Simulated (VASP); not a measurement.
A run of VASP 6.6.1 is set up as follows.

INCAR

```
PREC = Accurate
ENCUT = 600
EDIFF = 1E-6
ISMEAR = 0
SIGMA = 0.1
LREAL = False
LASPH = True
NELM = 120
ALGO = Normal
ISIF = 2
LWAVE = False
LCHARG = True
GGA = PE
LELF = True
LVHAR = True
NBANDS = 15
GGA_COMPAT = False
```

KPOINTS

```
regular mesh
0
Gamma
  7 7 7
```

POSCAR

```
TiC
1.0
    0.0000000000      2.1666998769      2.1666998769
    2.1666998769      0.0000000000      2.1666998769
    2.1666998769      2.1666998769      0.0000000000
Ti C
1 1
Direct
    0.0000000000      0.0000000000      0.0000000000
    0.5000000000      0.5000000000      0.5000000000
```

Potentials or basis: VASP PAW PBE potentials, release 64 (Ti_sv, C).

The run is started by

```sh
$ cat potpaw_PBE.64/Ti_sv/POTCAR potpaw_PBE.64/C/POTCAR > POTCAR
$ mpirun -np 1 vasp_std > vasp.out
```

(1) What does it give for the band gap on the k mesh?

(2) Estimate the pressure.

Results:

(1) zero (band 8 reaches 10.09 eV, above the bottom of band 9 at 9.00 eV).

(2) 0.1 GPa.
